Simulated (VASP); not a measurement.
# Bi2Te3 (Tellurobismuthite) (R3m) in VASP: notebook, part 2 of 2

VASP 6.6.1.

## 4. Single point, PBEsol

This run uses another cell than the first one, of 32.72 Å³/atom, 1.058 times its volume.

INCAR

```
SYSTEM = Bi2Te3
PREC = Accurate
ENCUT = 520
EDIFF = 1E-6
ISMEAR = -1
SIGMA = 0.1
LREAL = .FALSE.
LASPH = .TRUE.
NELM = 80
ALGO = Normal
ISIF = 2
LWAVE = .FALSE.
LCHARG = .FALSE.
GGA = PS
NBANDS = 32
```

KPOINTS

```
Automatic mesh
0
G
  6 6 6
  0 0 0
```

POSCAR

```
Bi2Te3
1.0
    2.1886917581      1.2636436889      9.8574573916
   -2.1886917581      1.2636436889      9.8574573916
    0.0000000000     -2.5272873778      9.8574573916
Bi Te
2 3
Direct
    0.1880000000      0.1880000000      0.1880000000
    0.5980000000      0.5980000000      0.5980000000
    0.3890000000      0.3890000000      0.3890000000
    0.8000000000      0.8000000000      0.8000000000
    0.0000000000      0.0000000000      0.0000000000
```

Potentials or basis: VASP PAW PBE potentials, release 64 (Bi_d, Te).

Run with:

```bash
$ cat potpaw_PBE.64/Bi_d/POTCAR potpaw_PBE.64/Te/POTCAR > POTCAR
$ mpirun -np 1 vasp_std > vasp.out
```

OUTCAR:

```text
SYSTEM = Bi2Te3
   PREC = Accurate
   ENCUT = 520
   EDIFF = 1E-6
   ISMEAR = -1
   LREAL = .FALSE.
   LASPH = .TRUE.
   NELM = 80
   ISIF = 2
   GGA = PS

 ion  position               nearest neighbor table
   1  0.188  0.188  0.188-   4 3.00   4 3.00   4 3.00   2 3.40   2 3.40   2 3.40
   2  0.598  0.598  0.598-   5 3.24   5 3.24   5 3.24   1 3.40   1 3.40   1 3.40
   3  0.389  0.389  0.389-   5 3.02   5 3.02   5 3.02   4 3.42   4 3.42   4 3.42
   4  0.800  0.800  0.800-   1 3.00   1 3.00   1 3.00   3 3.42   3 3.42   3 3.42
   5  0.000  0.000  0.000-   3 3.02   3 3.02   3 3.02   2 3.24   2 3.24   2 3.24

  LATTYP: Found a trigonal (rhomboedric) cell.
 ALAT       =    10.1762779645
 COS(alpha) =     0.9074828525

  Lattice vectors:

 A1 = (   2.1886917581,   1.2636436889,   9.8574573916)
 A2 = (  -2.1886917581,   1.2636436889,   9.8574573916)
 A3 = (   0.0000000000,  -2.5272873778,   9.8574573916)

Analysis of symmetry for initial positions (statically):
=====================================================================
[... 177 lines left out ...]

 E-fermi :   6.6325     XC(G=0):  -9.6772

 val. band max:        6.5996996426   @ k =   0.5000   0.3333   0.0000
 cond. band min:       6.6475656450   @ k =   0.5000   0.1667   0.1667
 fundamental gap:      0.0478660025
 Fermi energy:         6.6324758973

 k-point     1 :       0.0000    0.0000    0.0000
  band No.  band energies     occupation
      1     -16.4473      2.00000
      2     -16.4473      2.00000
      3     -16.4162      2.00000
      4     -16.4162      2.00000
      5     -16.4119      2.00000
      6     -15.8473      2.00000
[... 829 lines left out ...]
     31      11.1301      0.00000
     32      11.6573      0.00000

 [... further k-points ...]

------------------------ aborting loop because EDIFF is reached ----------------------------------------

  FORCE on cell =-STRESS in cart. coord.  units (eV):
  Direction    XX          YY          ZZ          XY          YZ          ZX
  --------------------------------------------------------------------------------------
  -------------------------------------------------------------------------------------
  Total        1.0248520      1.0248551     -0.1083982      0.0000000      0.0000000      0.0000000
  in kB       10.0379799     10.0380103     -1.0617135      0.0000000      0.0000000      0.0000000
  external PRESSURE =       6.3380922 kB  Pullay stress =       0.0000000 kB

 VOLUME and BASIS-vectors are now :
 -----------------------------------------------------------------------------
  energy-cutoff  :      520.00
  volume of cell :      163.58
      direct lattice vectors                 reciprocal lattice vectors
     2.188691758  1.263643689  9.857457392     0.228446970  0.131893720  0.033815346
    -2.188691758  1.263643689  9.857457392    -0.228446970  0.131893720  0.033815346
     0.000000000 -2.527287378  9.857457392     0.000000000 -0.263787440  0.033815346

 POSITION                                       TOTAL-FORCE (eV/Angst)
 -----------------------------------------------------------------------------------
      0.00000      0.00000      5.55961         0.000000     -0.000000      0.946445
      0.00000      0.00000     17.68428         0.000000      0.000000      0.448275
      0.00000      0.00000     11.50365         0.000000      0.000000      0.829844
      0.00000      0.00000     23.65790         0.000000      0.000000     -0.942464
      0.00000      0.00000      0.00000         0.000000      0.000000     -1.282100
 -----------------------------------------------------------------------------------
    total drift:                                0.000000     -0.000018      0.000959

  FREE ENERGIE OF THE ION-ELECTRON SYSTEM (eV)
  ---------------------------------------------------
  free  energy   TOTEN  =       -18.9532315808 eV

  energy  without entropy=      -18.8907603398  energy(sigma->0) =      -18.92199596
```

stdout:

```text
POSCAR found type information on POSCAR BiTe
 POSCAR found :  2 types and       5 ions
 scaLAPACK will be used
 -----------------------------------------------------------------------------
|                                                                             |
|                                                                             |
|     You enforced a specific xc type in the INCAR file but a different       |
|     I HOPE YOU KNOW WHAT YOU ARE DOING!                                     |
|                                                                             |
 -----------------------------------------------------------------------------

 LDA part: xc-table for (Slater+PW92), standard interpolation
 POSCAR, INCAR and KPOINTS ok, starting setup
 FFT: planning ... GRIDC
 FFT: planning ... GRID_SOFT
 FFT: planning ... GRID
 WAVECAR not read
 entering main loop
```

Wall time 7.9 min (1 thread of Intel Xeon 6975P-C (Granite Rapids), shared host); peak memory 0.94 GiB.

Results:

| Item | Value |
| --- | --- |
| Free energy | -18.9532 eV |
| Pressure | 0.6 GPa |
| Largest force | 1.282 eV/Å |
| Band gap on the k mesh | zero (band 24 reaches 6.60 eV, above the bottom of band 25 at 6.49 eV) |

Forces on the atoms (eV/Å):
```
Bi   0.000  0.000  0.946
Bi   0.000  0.000  0.448
Te   0.000  0.000  0.830
Te   0.000  0.000 -0.942
Te   0.000  0.000 -1.282
```

Stress tensor (GPa, compression positive):
```
 1.00  0.00  0.00
 0.00  1.00  0.00
 0.00  0.00 -0.11
```

Levels at points of the mesh, in eV from the Fermi level:
```
           k point  band 20  band 21  band 22  band 23  band 24  band 25  band 26  band 27  band 28  band 29
(0.00, 0.00, 0.00)    -2.17    -2.17    -0.48    -0.48    -0.47    -0.07     0.27     0.27     2.18     2.18
(0.50, 0.00, 0.00)    -3.36    -3.33    -2.30    -0.33    -0.26    -0.15     0.45     2.55     2.69     3.31
(0.50, 0.50, 0.00)    -3.04    -2.33    -1.90    -1.13    -0.51     0.34     1.09     1.82     2.49     2.65
(0.50, 0.50, 0.50)    -2.13    -1.85    -0.87    -0.73    -0.73     0.42     0.88     0.88     1.65     1.65
```

Caveat: the PAW data sets were made with another functional, which shifts forces and pressure a little; spin-orbit coupling is left out, which moves the levels of the heavy elements.

## 5. Single point, PBEsol

This run uses another cell than the first one, of 33.61 Å³/atom, 1.087 times its volume.

INCAR

```
  PREC = Accurate
  ENCUT = 520
  EDIFF = 1E-6
  ISMEAR = -1
  SIGMA = 0.1
  LREAL = F
  LASPH = T
  NELM = 100
  ALGO = Normal
  ISIF = 2
  LWAVE = F
  LCHARG = F
  GGA = PS
  NBANDS = 32
```

KPOINTS

```
regular mesh
0
Gamma
  6 6 6
```

POSCAR: that of step 4 with these lines changed.

```diff
@@ -2,5 +2,5 @@
 1.0
-    2.1886917581      1.2636436889      9.8574573916
-   -2.1886917581      1.2636436889      9.8574573916
-    0.0000000000     -2.5272873778      9.8574573916
+    2.2085000000      1.2750800000      9.9466700000
+   -2.2085000000      1.2750800000      9.9466700000
+    0.0000000000     -2.5501600000      9.9466700000
 Bi Te
```

Run with:

```bash
$ cat potpaw_PBE.64/Bi_d/POTCAR potpaw_PBE.64/Te/POTCAR > POTCAR
$ mpirun -np 1 vasp_std > vasp.out
```

Wall time 11 min (1 thread of Intel Xeon 6975P-C (Granite Rapids), shared host); peak memory 0.95 GiB.

It converged, with:

| Item | Value |
| --- | --- |
| Free energy | -18.9522 eV |
| Pressure | -0.8 GPa |
| Largest force | 1.188 eV/Å |
| Band gap on the k mesh | zero (band 24 reaches 6.26 eV, above the bottom of band 25 at 6.15 eV) |

Forces in eV/Å, atoms in the order of the input:
```
Bi   0.000  0.000  0.800
Bi   0.000  0.000  0.467
Te   0.000  0.000  0.695
Te   0.000  0.000 -0.774
Te   0.000  0.000 -1.188
```

Stress tensor (GPa, compression positive):
```
-0.38  0.00  0.00
 0.00 -0.38  0.00
 0.00  0.00 -1.52
```

Levels at points of the mesh, in eV from the Fermi level:
| k point | band 21 | band 22 | band 23 | band 24 | band 25 | band 26 | band 27 | band 28 |
| --- | --- | --- | --- | --- | --- | --- | --- | --- |
| (0.00, 0.00, 0.00) | -2.10 | -0.49 | -0.45 | -0.45 | -0.09 | 0.29 | 0.29 | 2.14 |
| (0.50, 0.00, 0.00) | -3.22 | -2.21 | -0.30 | -0.25 | -0.14 | 0.46 | 2.51 | 2.67 |
| (0.50, 0.50, 0.00) | -2.28 | -1.84 | -1.07 | -0.49 | 0.35 | 1.11 | 1.76 | 2.46 |
| (0.50, 0.50, 0.50) | -1.83 | -0.89 | -0.69 | -0.69 | 0.41 | 0.87 | 0.87 | 1.64 |

Caveat: the PAW data sets were made with another functional, which shifts forces and pressure a little; spin-orbit coupling is left out, which moves the levels of the heavy elements.

## 6. Single point, PBEsol

This run uses another cell than the first one, of 34.51 Å³/atom, 1.116 times its volume.

INCAR

```
  ALGO = Normal
  EDIFF = 1E-6
  ENCUT = 520
  GGA = PS
  ISIF = 2
  ISMEAR = -1
  LASPH = True
  LCHARG = False
  LREAL = False
  LWAVE = False
  NBANDS = 32
  NELM = 80
  PREC = Accurate
  SIGMA = 0.1
```

KPOINTS

```
k-points
0
Gamma
  6 6 6
```

POSCAR: that of step 5 with these lines changed.

```diff
@@ -2,5 +2,5 @@
 1.0
-    2.2085000000      1.2750800000      9.9466700000
-   -2.2085000000      1.2750800000      9.9466700000
-    0.0000000000     -2.5501600000      9.9466700000
+    2.2279591524      1.2863147639     10.0343103748
+   -2.2279591524      1.2863147639     10.0343103748
+    0.0000000000     -2.5726295278     10.0343103748
 Bi Te
```

Potentials or basis: VASP PAW PBE potentials, release 64 (Bi_d, Te).

Run with:

```bash
$ cat potpaw_PBE.64/Bi_d/POTCAR potpaw_PBE.64/Te/POTCAR > POTCAR
$ mpirun -np 1 vasp_std > vasp.out
```

Wall time 9.7 min (1 thread of Intel Xeon 6975P-C (Granite Rapids), shared host); peak memory 0.95 GiB.

It converged, with:

```yaml
Free_energy: -18.9146 eV
Pressure: -2.0 GPa
Largest_force: 1.100 eV/Å
Band_gap_on_the_k_mesh: zero (band 24 reaches 5.94 eV, above the bottom of band 25 at 5.83 eV)
```

Forces in eV/Å, atoms in the order of the input:
```
Bi   0.000  0.000  0.666
Bi   0.000  0.000  0.483
Te   0.000  0.000  0.570
Te   0.000  0.000 -0.619
Te   0.000  0.000 -1.100
```

Stress tensor (GPa, compression positive):
```
-1.58  0.00  0.00
 0.00 -1.58  0.00
 0.00  0.00 -2.74
```

Levels at points of the mesh, in eV from the Fermi level:
| k point | band 22 | band 23 | band 24 | band 25 | band 26 | band 27 |
| --- | --- | --- | --- | --- | --- | --- |
| (0.00, 0.00, 0.00) | -0.50 | -0.41 | -0.41 | -0.10 | 0.31 | 0.31 |
| (0.50, 0.00, 0.00) | -2.12 | -0.27 | -0.25 | -0.14 | 0.47 | 2.44 |
| (0.50, 0.50, 0.00) | -1.79 | -1.01 | -0.47 | 0.36 | 1.12 | 1.71 |
| (0.50, 0.50, 0.50) | -0.90 | -0.65 | -0.65 | 0.40 | 0.86 | 0.86 |

Caveat: the PAW data sets were made with another functional, which shifts forces and pressure a little; spin-orbit coupling is left out, which moves the levels of the heavy elements.

## 7. Single point, PBEsol

This run uses another cell than the first one, of 35.40 Å³/atom, 1.145 times its volume.

INCAR

```
  PREC = Accurate
  ENCUT = 520
  EDIFF = 1E-6
  ISMEAR = -1
  SIGMA = 0.1
  LREAL = F
  LASPH = T
  NELM = 100
  ALGO = Normal
  ISIF = 2
  LWAVE = F
  LCHARG = T
  GGA = PS
  LELF = T
  LVHAR = T
  NBANDS = 32
```

KPOINTS

```
Automatic mesh
0
Gamma
  6 6 6
```

POSCAR: that of step 6 with these lines changed.

```diff
@@ -2,5 +2,5 @@
 1.0
-    2.2279591524      1.2863147639     10.0343103748
-   -2.2279591524      1.2863147639     10.0343103748
-    0.0000000000     -2.5726295278     10.0343103748
+    2.2470842008      1.2973566324     10.1204460074
+   -2.2470842008      1.2973566324     10.1204460074
+    0.0000000000     -2.5947132649     10.1204460074
 Bi Te
```

Run with:

```bash
$ cat potpaw_PBE.64/Bi_d/POTCAR potpaw_PBE.64/Te/POTCAR > POTCAR
$ mpirun -np 1 vasp_std > vasp.out
```

Run time: 12 min. Hardware: 1 thread of Intel Xeon 6975P-C (Granite Rapids), shared host; peak memory 0.93 GiB.

The run converged. Its results:

```yaml
Free_energy: -18.8458 eV
Pressure: -3.0 GPa
Largest_force: 1.018 eV/Å
Band_gap_on_the_k_mesh: zero (band 24 reaches 5.64 eV, above the bottom of band 25 at 5.53 eV)
```

Forces in eV/Å, atoms in the order of the input:
```
Bi   0.000  0.000  0.543
Bi   0.000  0.000  0.496
Te   0.000  0.000  0.455
Te   0.000  0.000 -0.476
Te   0.000  0.000 -1.018
```

Stress tensor (GPa, compression positive):
```
-2.60  0.00  0.00
 0.00 -2.60  0.00
 0.00  0.00 -3.78
```

Levels at points of the mesh, in eV from the Fermi level:
```
           k point  band 20  band 21  band 22  band 23  band 24  band 25  band 26  band 27  band 28  band 29
(0.00, 0.00, 0.00)    -1.97    -1.97    -0.51    -0.38    -0.38    -0.12     0.32     0.32     2.05     2.05
(0.50, 0.00, 0.00)    -3.08    -3.01    -2.04    -0.25    -0.24    -0.14     0.48     2.36     2.69     3.27
(0.50, 0.50, 0.00)    -2.75    -2.19    -1.73    -0.96    -0.45     0.36     1.12     1.66     2.38     2.50
(0.50, 0.50, 0.50)    -1.94    -1.79    -0.92    -0.61    -0.61     0.39     0.85     0.85     1.61     1.61
```

Caveat: the PAW data sets were made with another functional, which shifts forces and pressure a little; spin-orbit coupling is left out, which moves the levels of the heavy elements.

## 8. Overview

```csv
cell,gap on the mesh (eV),pressure (GPa),largest force (eV/Å)
"a = 9.987 Å, angles 24.8°, 5 atoms",none,4.2,1.49
"a = 10.082 Å, angles 24.8°, 5 atoms",none,2.3,1.38
"a = 10.176 Å, angles 24.8°, 5 atoms",none,0.6,1.28
"a = 10.268 Å, angles 24.8°, 5 atoms",none,-0.8,1.19
"a = 10.359 Å, angles 24.8°, 5 atoms",none,-2.0,1.10
"a = 10.448 Å, angles 24.8°, 5 atoms",none,-3.0,1.02
```

Alike in all rows: task single point; level PBEsol; potentials or basis VASP PAW PBE potentials, release 64 (Bi_d, Te); no spin polarisation; k mesh 6 × 6 × 6; cutoff (eV) 520; smearing fermi-dirac 0.1 eV.

Caveats: the PAW data sets were made with another functional, which shifts forces and pressure a little; spin-orbit coupling is left out, which moves the levels of the heavy elements.

Absolute energies hang on the potentials; compare differences alone.
